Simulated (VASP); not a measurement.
# Ga4Sb3As (P-43m) in VASP: single point with PBE

Aim: the single point of Ga4Sb3As with PBE.

Program: VASP 6.6.1. These are calculated values, not measurements. Logs are shortened: lines on timing, memory, paths and dates and some standing lists are left out, and cuts for length are marked.

### Step 1. The cell of the first run

The structure is cubic, space group P-43m (No. 215). Conventional cell: a = 6.099 Å, b = 6.099 Å, c = 6.099 Å, α = 90.00°, β = 90.00°, γ = 90.00°. Within 3.4 Å of Ga (site symmetry 3m) lie 1 As at 2.55 Å and 3 Sb at 2.67 Å. Sb (site symmetry -42m) has 4 Ga at 2.67 Å within 3.5 Å. Within 3.4 Å of As (site symmetry -43m) lie 4 Ga at 2.55 Å.

### Step 2. Single point, PBE

Contents of POSCAR:

```
Ga4Sb3As
1.0
    6.0994020946      0.0000000000      0.0000000000
    0.0000000000      6.0994020946      0.0000000000
    0.0000000000      0.0000000000      6.0994020946
Ga Sb As
4 3 1
Direct
    0.7587978435      0.7587978435      0.7587978435
    0.7587978435      0.2412021565      0.2412021565
    0.2412021565      0.7587978435      0.2412021565
    0.2412021565      0.2412021565      0.7587978435
    0.5000000000      0.5000000000      0.0000000000
    0.5000000000      0.0000000000      0.5000000000
    0.0000000000      0.5000000000      0.5000000000
    0.0000000000      0.0000000000      0.0000000000
```

Contents of INCAR.step1:

```
ALGO = Normal
EDIFF = 1E-6
ENCUT = 520
GGA = PE
ISIF = 2
ISMEAR = 0
LASPH = True
LCHARG = True
LREAL = False
LWAVE = False
NBANDS = 46
NELM = 60
PREC = Accurate
SIGMA = 0.1
```

Contents of KPOINTS.step1:

```
k-points
0
Gamma
  6 6 6
```

Contents of INCAR.step2:

```
ALGO = Normal
EDIFF = 1E-6
ENCUT = 520
GGA = PE
ICHARG = 11
ISIF = 2
ISMEAR = -5
LASPH = True
LCHARG = False
LORBIT = 11
LREAL = False
LWAVE = False
NEDOS = 1001
NELM = 60
PREC = Accurate
SIGMA = 0.1
```

Contents of KPOINTS.step2:

```
k-points
0
Gamma
  9 9 9
```

Potentials or basis: VASP PAW PBE potentials, release 64 (Ga_d, Sb, As).

Launch:

```bash
> cat potpaw_PBE.64/Ga_d/POTCAR potpaw_PBE.64/Sb/POTCAR potpaw_PBE.64/As/POTCAR > POTCAR
> cp INCAR.step1 INCAR
> cp KPOINTS.step1 KPOINTS
> mpirun -np 1 vasp_std > vasp.out
> cp INCAR.step2 INCAR
> cp KPOINTS.step2 KPOINTS
> mpirun -np 1 vasp_std > vasp.out
```

OUTCAR:

```text
EDIFF = 1E-6
   ENCUT = 520
   GGA = PE
   ICHARG = 11
   ISIF = 2
   ISMEAR = -5
   LASPH = True
   LORBIT = 11
   LREAL = False
   NELM = 60
   PREC = Accurate

 ion  position               nearest neighbor table
   1  0.759  0.759  0.759-   8 2.55   6 2.67   7 2.67   5 2.67
   2  0.759  0.241  0.241-   8 2.55   6 2.67   7 2.67   5 2.67
   3  0.241  0.759  0.241-   8 2.55   6 2.67   7 2.67   5 2.67
   4  0.241  0.241  0.759-   8 2.55   6 2.67   7 2.67   5 2.67
   5  0.500  0.500  0.000-   1 2.67   2 2.67   3 2.67   4 2.67
   6  0.500  0.000  0.500-   1 2.67   2 2.67   3 2.67   4 2.67
   7  0.000  0.500  0.500-   1 2.67   2 2.67   3 2.67   4 2.67
   8  0.000  0.000  0.000-   1 2.55   2 2.55   3 2.55   4 2.55

  LATTYP: Found a simple cubic cell.
 ALAT       =     6.0994020946

  Lattice vectors:

 A1 = (   6.0994020946,   0.0000000000,   0.0000000000)
 A2 = (   0.0000000000,   6.0994020946,   0.0000000000)
 A3 = (   0.0000000000,   0.0000000000,   6.0994020946)

Analysis of symmetry for initial positions (statically):
=====================================================================
 Subroutine PRICEL returns:
 Original cell was already a primitive cell.

 Routine SETGRP: Setting up the symmetry group for a
 simple cubic supercell.

 Subroutine GETGRP returns: Found 24 space group operations
 (whereof 24 operations were pure point group operations)
 out of a pool of 48 trial point group operations.

The static configuration has the point symmetry T_d .

Analysis of symmetry for dynamics (positions and initial velocities):
=====================================================================
 Subroutine PRICEL returns:
 Original cell was already a primitive cell.

 Routine SETGRP: Setting up the symmetry group for a
 simple cubic supercell.

 Subroutine GETGRP returns: Found 24 space group operations
 (whereof 24 operations were pure point group operations)
 out of a pool of 48 trial point group operations.

The dynamic configuration has the point symmetry T_d .

 Subroutine INISYM returns: Found 24 space group operations
 (whereof 24 operations are pure point group operations),
 and found     1 'primitive' translations

----------------------------------------------------------------------------------------

                                     Primitive cell

  volume of cell :     226.9143

  direct lattice vectors                    reciprocal lattice vectors
     6.099402095  0.000000000  0.000000000     0.163950496  0.000000000  0.000000000
     0.000000000  6.099402095  0.000000000     0.000000000  0.163950496  0.000000000
     0.000000000  0.000000000  6.099402095     0.000000000  0.000000000  0.163950496

  length of vectors
     6.099402095  6.099402095  6.099402095     0.163950496  0.163950496  0.163950496

  position of ions in fractional coordinates (direct lattice)
     0.758797843  0.758797843  0.758797843
     0.758797843  0.241202157  0.241202157
     0.241202157  0.758797843  0.241202157
     0.241202157  0.241202157  0.758797843
     0.500000000  0.500000000  0.000000000
     0.500000000  0.000000000  0.500000000
     0.000000000  0.500000000  0.500000000
     0.000000000  0.000000000  0.000000000

  ion indices of the primitive-cell ions
   primitive index   ion index
                 1           1
                 2           2
                 3           3
                 4           4
                 5           5
                 6           6
                 7           7
                 8           8

----------------------------------------------------------------------------------------

 KPOINTS: k-points

Automatic generation of k-mesh.
 Grid dimensions read from file:
 generate k-points for:    9    9    9

 Generating k-lattice:

  Cartesian coordinates                     Fractional coordinates (reciprocal lattice)
     0.018216722  0.000000000  0.000000000     0.111111111  0.000000000  0.000000000
     0.000000000  0.018216722  0.000000000     0.000000000  0.111111111  0.000000000
     0.000000000  0.000000000  0.018216722     0.000000000  0.000000000  0.111111111

  Length of vectors
     0.018216722  0.018216722  0.018216722

  Shift w.r.t. Gamma in fractional coordinates (k-lattice)
     0.000000000  0.000000000  0.000000000

 TETIRR: Found    353 inequivalent tetrahedra from     4374

 Subroutine IBZKPT returns following result:
 ===========================================

 Found     35 irreducible k-points:

 Following reciprocal coordinates:
            Coordinates               Weight
  0.000000  0.000000  0.000000      1.000000
  0.111111  0.000000  0.000000      6.000000
  0.222222  0.000000  0.000000      6.000000
  0.333333  0.000000  0.000000      6.000000
  0.444444  0.000000  0.000000      6.000000
  0.111111  0.111111  0.000000     12.000000
[... 16 lines left out ...]
  0.333333  0.333333  0.111111     24.000000
  0.444444  0.333333  0.111111     48.000000
 [... further k-points ...]
   k-points           NKPTS =     35   k-points in BZ     NKDIM =     35   number of bands    NBANDS=     43
   number of dos      NEDOS =   1001   number of ions     NIONS =      8
   total plane-waves  NPLWV = 110592
   dimension x,y,z NGX =    48 NGY =   48 NGZ =   48
   dimension x,y,z NGXF=    96 NGYF=   96 NGZF=   96
   ions per type =               4   3   1
   NGX,Y,Z   is equivalent  to a cutoff of  13.08, 13.08, 13.08 a.u.
   NGXF,Y,Z  is equivalent  to a cutoff of  26.17, 26.17, 26.17 a.u.
 SYSTEM =  unknown system
   PREC   = accura    normal or accurate (medium, high low for compatibility)
   ISTART =      0    job   : 0-new  1-cont  2-samecut
   ICHARG =     11    charge: 1-file 2-atom 10-const
   ISPIN  =      1    spin polarized calculation?
   LNONCOLLINEAR =      F non collinear calculations
   LSORBIT =      F    spin-orbit coupling
   LASPH  =      T    aspherical Exc in radial PAW
   ENCUT  =  520.0 eV  38.22 Ry    6.18 a.u.  11.34 11.34 11.34*2*pi/ulx,y,z
   NELM   =     60;   NELMIN=  2; NELMDL=  0     # of ELM steps
   EDIFF  = 0.1E-05   stopping-criterion for ELM
   LREAL  =      F    real-space projection
   EDIFFG = 0.1E-04   stopping-criterion for IOM
   NSW    =      0    number of steps for IOM
   IBRION =     -1    ionic relax: 0-MD 1-quasi-New 2-CG
   NFREE  =      0    steps in history (QN), initial steepest desc. (CG)
   ISIF   =      2    stress and relaxation
   ISYM   =      2    0-nonsym 1-usesym 2-fastsym
   POTIM  = 0.5000    time-step for ionic-motion
   TEBEG  =    0.0;   TEEND  =   0.0 temperature during run
   PSTRESS=    0.0 pullay stress
   NELECT =      72.0000    total number of electrons
   NUPDOWN=      -1.0000    fix difference up-down
   EMIN   =  10.00;   EMAX   =-10.00  energy-range for DOS
   EFERMI =   0.00;   METHOD = LEGACY
   ISMEAR =    -5;   SIGMA  =   0.10  broadening in eV -4-tet -1-fermi 0-gaus
   EFERMI_NEDOS =   21; number of points for ismear=-14 and -15
   IALGO  =     38    algorithm
   IMIX   =      4    mixing-type and parameters
     AMIX     =   0.40;   BMIX     =  1.00
     AMIX_MAG =   1.60;   BMIX_MAG =  1.00
  volume/ion in A,a.u.               =      28.36       191.41
  Fermi-wavevector in a.u.,A,eV,Ry     =   1.116602  2.110072 16.963744  1.246800
  Thomas-Fermi vector in A             =   2.253217
   LORBIT       =     11    0 simple, 1 ext, 2 COOP (PROOUT), +10 PAW based schemes
   GGA     = PE    functional components
   LHFCALC =     F    Hartree Fock is set to
   AEXX    =    0.0000 exact exchange contribution
   IVDW    =     0    specifies the selected vdW correction
   LEPSILON=     F    determine dielectric tensor
   LRPA    =     F    only Hartree local field effects (RPA)
 non-spin polarized calculation
 Fermi weights with tetrahedron method with Bloechl corrections
  energy-cutoff  :      520.00
  volume of cell :      226.91
 maximum number of plane-waves:      6127
 NGX is ok and might be reduce to    48

 number of electron      72.0000039 magnetization

 Free energy of the ion-electron system (eV)
  ---------------------------------------------------
  ext. energy  EPLUGINS =         0.00000000
  ---------------------------------------------------
  free energy    TOTEN  =       -30.22325485 eV

  energy without entropy =      -30.22325485  energy(sigma->0) =      -30.22325485

 E-fermi :   4.2593     XC(G=0):  -9.0044

 val. band max:        4.2588834423   @ k =   0.0000   0.0000   0.0000
 cond. band min:       4.2588834438   @ k =   0.0000   0.0000   0.0000
 fundamental gap:      0.0000000015
 Fermi energy:         4.2593010835

 k-point     1 :       0.0000    0.0000    0.0000
  band No.  band energies     occupation
      1     -10.7422      2.00000
      2     -10.7225      2.00000
      3     -10.7225      2.00000
      4     -10.6801      2.00000
      5     -10.6801      2.00000
      6     -10.6801      2.00000
[... 35 lines left out ...]
     42       5.5595      0.00000
     43       5.8205      0.00000

 k-point     2 :       0.1111    0.0000    0.0000
  band No.  band energies     occupation
      1     -10.7415      2.00000
      2     -10.7217      2.00000
      3     -10.7215      2.00000
      4     -10.6817      2.00000
      5     -10.6795      2.00000
      6     -10.6795      2.00000
[... 1004 lines left out ...]
 k-point    24 :       0.4444    0.3333    0.1111
  band No.  band energies     occupation
      1     -10.7319      2.00000
      2     -10.7087      2.00000
      3     -10.7057      2.00000
      4     -10.6997      2.00000
      5     -10.6726      2.00000
      6     -10.6716      2.00000
[... 35 lines left out ...]
     42       7.8260      0.00000
     43       7.9905      0.00000

 [... further k-points ...]

------------------------ aborting loop because EDIFF is reached ----------------------------------------

  FORCE on cell =-STRESS in cart. coord.  units (eV):
  Direction    XX          YY          ZZ          XY          YZ          ZX
  --------------------------------------------------------------------------------------
  -------------------------------------------------------------------------------------
  Total       -0.0542110     -0.0542110     -0.0542110      0.0000000      0.0000000     -0.0000000
  in kB       -0.3827683     -0.3827683     -0.3827683      0.0000000      0.0000000     -0.0000000
  external PRESSURE =      -0.3827683 kB  Pullay stress =       0.0000000 kB

 VOLUME and BASIS-vectors are now :
 -----------------------------------------------------------------------------
  energy-cutoff  :      520.00
  volume of cell :      226.91
      direct lattice vectors                 reciprocal lattice vectors
     6.099402095  0.000000000  0.000000000     0.163950496  0.000000000  0.000000000
     0.000000000  6.099402095  0.000000000     0.000000000  0.163950496  0.000000000
     0.000000000  0.000000000  6.099402095     0.000000000  0.000000000  0.163950496

 POSITION                                       TOTAL-FORCE (eV/Angst)
 -----------------------------------------------------------------------------------
      4.62821      4.62821      4.62821        -0.004564     -0.004564     -0.004564
      4.62821      1.47119      1.47119        -0.004564      0.004564      0.004564
      1.47119      4.62821      1.47119         0.004564     -0.004564      0.004564
      1.47119      1.47119      4.62821         0.004564      0.004564     -0.004564
      3.04970      3.04970      0.00000        -0.000000     -0.000000     -0.000000
      3.04970      0.00000      3.04970         0.000000     -0.000000     -0.000000
      0.00000      3.04970      3.04970         0.000000     -0.000000     -0.000000
      0.00000      0.00000      0.00000        -0.000000     -0.000000     -0.000000
 -----------------------------------------------------------------------------------
    total drift:                                0.000000      0.000000      0.000000

  FREE ENERGIE OF THE ION-ELECTRON SYSTEM (eV)
  ---------------------------------------------------
  free  energy   TOTEN  =       -30.2232548532 eV

  energy  without entropy=      -30.2232548532  energy(sigma->0) =      -30.22325485

 total charge

# of ion       s       p       d       tot
------------------------------------------
    1        0.906   0.726   9.963  11.595
    2        0.906   0.726   9.963  11.595
    3        0.906   0.726   9.963  11.595
    4        0.906   0.726   9.963  11.595
    5        1.133   1.328   0.025   2.486
    6        1.133   1.328   0.025   2.486
    7        1.133   1.328   0.025   2.486
    8        1.225   1.497   0.025   2.747
--------------------------------------------------
tot          8.246   8.385  39.955  56.586
```

It took 13 min on 1 thread of Intel Xeon 8259CL, shared host; peak memory 0.5 GiB.

Results:

```
Valence electrons inside the program's atomic spheres : Ga 11.60; Sb 2.49; As 2.75
```

Levels at points of the mesh, in eV from the Fermi level:
```csv
k point,band 32,band 33,band 34,band 35,band 36,band 37,band 38,band 39,band 40,band 41
"(0.00, 0.00, 0.00)",-2.38,-2.38,-0.34,0.00,0.00,0.00,1.06,1.06,1.06,1.30
```

Caveat: spin-orbit coupling is left out, which moves the levels of the heavy elements.
